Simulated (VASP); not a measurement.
# Ir (Fm-3m) in VASP: further runs

Runs on Ir. Level: LDA. Tasks: relaxation of cell and atoms, single point.

Everything below comes from runs of VASP 6.6.1. Logs are shortened: lines on timing, memory, paths and dates and some standing lists are left out, and cuts for length are marked.

## Step 1: The cell of the first run

It takes space group Fm-3m (No. 225, cubic). The conventional cell has a = 3.839 Å, b = 3.839 Å, c = 3.839 Å, α = 90.00°, β = 90.00°, γ = 90.00°. Ir (site symmetry m-3m) has 12 Ir at 2.71 Å within 3.6 Å.

## Step 2: Relaxation of cell and atoms, LDA

INCAR

```
ALGO = Normal
EDIFF = 1E-7
EDIFFG = -0.005
ENCUT = 560
GGA_COMPAT = False
IBRION = 2
ISIF = 3
ISMEAR = -1
LASPH = True
LCHARG = False
LREAL = False
LWAVE = False
NELM = 120
NELMIN = 4
NSW = 60
PREC = Accurate
SIGMA = 0.08
```

KPOINTS

```
k-points
0
Gamma
  19 19 19
```

POSCAR

```
Ir
1.0
    0.0000000000      1.9197388244      1.9197388244
    1.9197388244      0.0000000000      1.9197388244
    1.9197388244      1.9197388244      0.0000000000
Ir
1
Direct
    0.0000000000      0.0000000000      0.0000000000
```

Potentials or basis: VASP PAW LDA potentials, release 64 (Ir_sv_GW).

Command:

```sh
$ cat potpaw_LDA.64/Ir_sv_GW/POTCAR > POTCAR
$ mpirun -np 1 vasp_std > vasp.out
```

OUTCAR:

```text
EDIFF = 1E-7
   EDIFFG = -0.005
   ENCUT = 560
   IBRION = 2
   ISIF = 3
   ISMEAR = -1
   LASPH = True
   LREAL = False
   NELM = 120
   NELMIN = 4
   NSW = 60
   PREC = Accurate

 ion  position               nearest neighbor table
   1  0.000  0.000  0.000-

  LATTYP: Found a face centered cubic cell.
 ALAT       =     3.8394776488

  Lattice vectors:

 A1 = (   0.0000000000,   1.9197388244,   1.9197388244)
 A2 = (   1.9197388244,   0.0000000000,   1.9197388244)
 A3 = (   1.9197388244,   1.9197388244,   0.0000000000)

Analysis of symmetry for initial positions (statically):
=====================================================================
 Subroutine PRICEL returns:
 Original cell was already a primitive cell.

 Routine SETGRP: Setting up the symmetry group for a
 face centered cubic supercell.

 Subroutine GETGRP returns: Found 48 space group operations
 (whereof 48 operations were pure point group operations)
 out of a pool of 48 trial point group operations.

The static configuration has the point symmetry O_h .

Analysis of symmetry for dynamics (positions and initial velocities):
=====================================================================
 Subroutine PRICEL returns:
 Original cell was already a primitive cell.

 Routine SETGRP: Setting up the symmetry group for a
 face centered cubic supercell.

 Subroutine GETGRP returns: Found 48 space group operations
 (whereof 48 operations were pure point group operations)
 out of a pool of 48 trial point group operations.

The dynamic configuration has the point symmetry O_h .

 Subroutine INISYM returns: Found 48 space group operations
 (whereof 48 operations are pure point group operations),
 and found     1 'primitive' translations

----------------------------------------------------------------------------------------

                                     Primitive cell

  volume of cell :      14.1500

  direct lattice vectors                    reciprocal lattice vectors
     0.000000000  1.919738824  1.919738824    -0.260452096  0.260452096  0.260452096
     1.919738824  0.000000000  1.919738824     0.260452096 -0.260452096  0.260452096
     1.919738824  1.919738824  0.000000000     0.260452096  0.260452096 -0.260452096

  length of vectors
     2.714920682  2.714920682  2.714920682     0.451116263  0.451116263  0.451116263

  position of ions in fractional coordinates (direct lattice)
     0.000000000  0.000000000  0.000000000

  ion indices of the primitive-cell ions
   primitive index   ion index
                 1           1

----------------------------------------------------------------------------------------

 KPOINTS: k-points

Automatic generation of k-mesh.
 Grid dimensions read from file:
 generate k-points for:   19   19   19

 Generating k-lattice:

  Cartesian coordinates                     Fractional coordinates (reciprocal lattice)
    -0.013708005  0.013708005  0.013708005     0.052631579  0.000000000  0.000000000
     0.013708005 -0.013708005  0.013708005     0.000000000  0.052631579  0.000000000
     0.013708005  0.013708005 -0.013708005     0.000000000  0.000000000  0.052631579

  Length of vectors
     0.023742961  0.023742961  0.023742961

  Shift w.r.t. Gamma in fractional coordinates (k-lattice)
     0.000000000  0.000000000  0.000000000

 Subroutine IBZKPT returns following result:
 ===========================================

 Found    220 irreducible k-points:

 Following reciprocal coordinates:
            Coordinates               Weight
  0.000000  0.000000  0.000000      1.000000
  0.052632  0.000000  0.000000      8.000000
  0.105263  0.000000  0.000000      8.000000
  0.157895  0.000000  0.000000      8.000000
  0.210526  0.000000  0.000000      8.000000
  0.263158  0.000000  0.000000      8.000000
[... 16 lines left out ...]
 -0.315789  0.052632  0.000000     24.000000
 -0.263158  0.052632  0.000000     24.000000
 [... further k-points ...]
   k-points           NKPTS =    220   k-points in BZ     NKDIM =    220   number of bands    NBANDS=     12
   number of dos      NEDOS =    301   number of ions     NIONS =      1
   total plane-waves  NPLWV =  13824
   dimension x,y,z NGX =    24 NGY =   24 NGZ =   24
   dimension x,y,z NGXF=    48 NGYF=   48 NGZF=   48
   ions per type =               1
   NGX,Y,Z   is equivalent  to a cutoff of  14.70, 14.70, 14.70 a.u.
   NGXF,Y,Z  is equivalent  to a cutoff of  29.39, 29.39, 29.39 a.u.
 SYSTEM =  unknown system
   PREC   = accura    normal or accurate (medium, high low for compatibility)
   ISTART =      0    job   : 0-new  1-cont  2-samecut
   ICHARG =      2    charge: 1-file 2-atom 10-const
   ISPIN  =      1    spin polarized calculation?
   LNONCOLLINEAR =      F non collinear calculations
   LSORBIT =      F    spin-orbit coupling
   LASPH  =      T    aspherical Exc in radial PAW
   ENCUT  =  560.0 eV  41.16 Ry    6.42 a.u.   5.24  5.24  5.24*2*pi/ulx,y,z
   NELM   =    120;   NELMIN=  4; NELMDL= -5     # of ELM steps
   EDIFF  = 0.1E-06   stopping-criterion for ELM
   LREAL  =      F    real-space projection
   EDIFFG = -.5E-02   stopping-criterion for IOM
   NSW    =     60    number of steps for IOM
   IBRION =      2    ionic relax: 0-MD 1-quasi-New 2-CG
   NFREE  =      1    steps in history (QN), initial steepest desc. (CG)
   ISIF   =      3    stress and relaxation
   ISYM   =      2    0-nonsym 1-usesym 2-fastsym
   POTIM  = 0.5000    time-step for ionic-motion
   TEBEG  =    0.0;   TEEND  =   0.0 temperature during run
   PSTRESS=    0.0 pullay stress
   NELECT =      17.0000    total number of electrons
   NUPDOWN=      -1.0000    fix difference up-down
   EMIN   =  10.00;   EMAX   =-10.00  energy-range for DOS
   EFERMI =   0.00;   METHOD = LEGACY
   ISMEAR =    -1;   SIGMA  =   0.08  broadening in eV -4-tet -1-fermi 0-gaus
   EFERMI_NEDOS =   21; number of points for ismear=-14 and -15
   IALGO  =     38    algorithm
   IMIX   =      4    mixing-type and parameters
     AMIX     =   0.40;   BMIX     =  1.00
     AMIX_MAG =   1.60;   BMIX_MAG =  1.00
  volume/ion in A,a.u.               =      14.15        95.49
  Fermi-wavevector in a.u.,A,eV,Ry     =   1.740360  3.288803 41.210027  3.028852
  Thomas-Fermi vector in A             =   2.813024
   LORBIT       =      0    0 simple, 1 ext, 2 COOP (PROOUT), +10 PAW based schemes
   GGA     = CA    functional components
   LHFCALC =     F    Hartree Fock is set to
   AEXX    =    0.0000 exact exchange contribution
   IVDW    =     0    specifies the selected vdW correction
   LEPSILON=     F    determine dielectric tensor
   LRPA    =     F    only Hartree local field effects (RPA)
 conjugate gradient relaxation of ions
 non-spin polarized calculation
  energy-cutoff  :      560.00
  volume of cell :       14.15
 maximum number of plane-waves:       444
 NGX is ok and might be reduce to    24

--------------------------------------- Ionic step        1  -------------------------------------------

 number of electron      17.0000000 magnetization

 Free energy of the ion-electron system (eV)
  ---------------------------------------------------
  ext. energy  EPLUGINS =         0.00000000
  ---------------------------------------------------
  free energy    TOTEN  =       -10.90499156 eV

  energy without entropy =      -10.88167009  energy(sigma->0) =      -10.89333082

------------------------ aborting loop because EDIFF is reached ----------------------------------------

  FORCE on cell =-STRESS in cart. coord.  units (eV):
  Direction    XX          YY          ZZ          XY          YZ          ZX
  --------------------------------------------------------------------------------------
  -------------------------------------------------------------------------------------
  Total       -0.7650555     -0.7650555     -0.7650555      0.0000000     -0.0000000      0.0000000
  in kB      -86.6257655    -86.6257655    -86.6257655      0.0000000     -0.0000000      0.0000000
  external PRESSURE =     -86.6257655 kB  Pullay stress =       0.0000000 kB
[... 90 lines left out ...]
  energy  without entropy=      -10.8908114960  energy(sigma->0) =      -10.90215132

--------------------------------------- Ionic step        4  -------------------------------------------

 number of electron      17.0000000 magnetization

 Free energy of the ion-electron system (eV)
  ---------------------------------------------------
  ext. energy  EPLUGINS =         0.00000000
  ---------------------------------------------------
  free energy    TOTEN  =       -10.91350668 eV

  energy without entropy =      -10.89085146  energy(sigma->0) =      -10.90217907

 E-fermi :  13.0671     XC(G=0): -14.9228

 val. band max:       13.0517206027   @ k =   0.4211   0.1579   0.0526
 cond. band min:      13.0675240557   @ k =  -0.1579   0.1579   0.0526
 fundamental gap:      0.0158034531
 Fermi energy:        13.0671446259

 k-point     1 :       0.0000    0.0000    0.0000
  band No.  band energies     occupation
      1     -79.5182      2.00000
      2     -36.1568      2.00000
      3     -36.1568      2.00000
      4     -36.1568      2.00000
      5       1.7662      2.00000
      6       9.0485      2.00000
      7       9.0485      2.00000
      8       9.0485      2.00000
      9      11.8650      2.00000
     10      11.8650      2.00000
     11      26.6664      0.00000
     12      32.2622      0.00000
[... 331 lines left out ...]
 k-point    24 :      -0.2632    0.0526    0.0000
  band No.  band energies     occupation
      1     -79.4731      2.00000
      2     -36.6804      2.00000
      3     -36.2569      2.00000
      4     -36.2211      2.00000
      5       4.4369      2.00000
      6       8.6149      2.00000
      7       9.4274      2.00000
      8       9.5207      2.00000
      9      11.9028      2.00000
     10      12.8003      1.93122
     11      25.9805      0.00000
     12      29.3675      0.00000

 [... further k-points ...]

------------------------ aborting loop because EDIFF is reached ----------------------------------------

  FORCE on cell =-STRESS in cart. coord.  units (eV):
  Direction    XX          YY          ZZ          XY          YZ          ZX
  --------------------------------------------------------------------------------------
  -------------------------------------------------------------------------------------
  Total       -0.0042925     -0.0042925     -0.0042925      0.0000000     -0.0000000      0.0000000
  in kB       -0.4967804     -0.4967804     -0.4967804      0.0000000     -0.0000000      0.0000000
  external PRESSURE =      -0.4967804 kB  Pullay stress =       0.0000000 kB
[... 16 lines left out ...]
  FREE ENERGIE OF THE ION-ELECTRON SYSTEM (eV)
  ---------------------------------------------------
  free  energy   TOTEN  =       -10.9135066827 eV

  energy  without entropy=      -10.8908514618  energy(sigma->0) =      -10.90217907

 reached required accuracy - stopping structural energy minimisation
```

It took 70 s on 1 thread of Intel Xeon Platinum 8375C at 2.90GHz (Ice Lake), shared host; peak memory 0.18 GiB.

What came out:

```
Free energy                           : -10.9135 eV
Relaxed volume                        : 13.84 Å³/atom
Relaxed cell                          : a = 2.695 Å, b = 2.695 Å, c = 2.695 Å, α = 60.00°, β = 60.00°, γ = 60.00°
Space group after relaxing (to 0.1 Å) : Fm-3m (No. 225)
Energy gained by relaxing             : 8.5 meV/atom
Ionic steps                           : 4
Pressure after relaxing               : 0.0 GPa
Band gap on the k mesh                : zero (an odd number of electrons rules out a gap without spin polarisation)
```

The path:
```csv
step,energy change (eV),largest force (eV/Å),pressure (GPa),volume (Å³)
1,0.0000,0.0000,-8.66,14.15
2,0.1532,0.0000,47.11,12.64
3,-0.0085,0.0000,-0.39,13.86
4,-0.0085,0.0000,-0.05,13.84
```

Final structure:
```xyz
1
Lattice="0.0000 1.9058 1.9058 1.9058 0.0000 1.9058 1.9058 1.9058 0.0000" Properties=species:S:1:pos:R:3 pbc="T T T"
Ir    0.0000    1.9058    1.9058
```

Caveat: spin-orbit coupling is left out, which moves the levels of the heavy elements.

## Step 3: Single point, LDA

This run uses another cell than the first one: it holds 3 atoms, not 1.

INCAR

```
ALGO     = Normal         # electronic algorithm
EDIFF    = 1E-6           # SCF threshold, eV
ENCUT    = 560            # plane-wave cutoff, eV
GGA_COMPAT= False        
ISIF     = 2              # what is computed and relaxed
ISMEAR   = -1             # smearing method
LASPH    = True           # aspherical terms in the spheres
LCHARG   = False          # write CHGCAR
LREAL    = False          # projectors in reciprocal space
LWAVE    = False          # write WAVECAR
NBANDS   = 32             # bands
NELM     = 120            # most SCF steps
PREC     = Accurate       # precision mode
SIGMA    = 0.08           # smearing width, eV
```

KPOINTS

```
k-points
0
Gamma
  15 15 6
```

POSCAR

```
Ir
1.0
    0.0000000000      1.9059363364     -1.9059363364
   -1.9059363364      0.0000000000      1.9059363364
    3.8118726728      3.8118726728      3.8118726728
Ir
3
Direct
    0.0000000000      0.0000000000      0.0000000000
    0.3333333330      0.6666666670      0.3333333330
    0.6666666670      0.3333333330      0.6666666670
```

Potentials or basis: VASP PAW LDA potentials, release 64 (Ir_sv_GW).

Command:

```sh
$ cat potpaw_LDA.64/Ir_sv_GW/POTCAR > POTCAR
$ mpirun -np 1 vasp_std > vasp.out
```

Run time: 91 s. Hardware: 1 thread of Intel Xeon Platinum 8488C (Sapphire Rapids), shared host; peak memory 0.28 GiB.

Results (log left out):

- Free energy: -32.7550 eV
- Pressure: -0.6 GPa
- Band gap on the k mesh: zero (an odd number of electrons rules out a gap without spin polarisation)

Levels at points of the mesh, in eV from the Fermi level:
```tsv
k point	band 21	band 22	band 23	band 24	band 25	band 26	band 27	band 28	band 29	band 30
(0.00, 0.00, 0.00)	-3.81	-3.81	-3.58	-3.58	-1.23	-1.23	-0.24	-0.24	-0.24	-0.24
(0.00, 0.00, 0.50)	-3.64	-3.64	-3.64	-1.40	-1.40	-1.40	-1.40	-0.76	0.94	0.94
```

Caveat: spin-orbit coupling is left out, which moves the levels of the heavy elements.
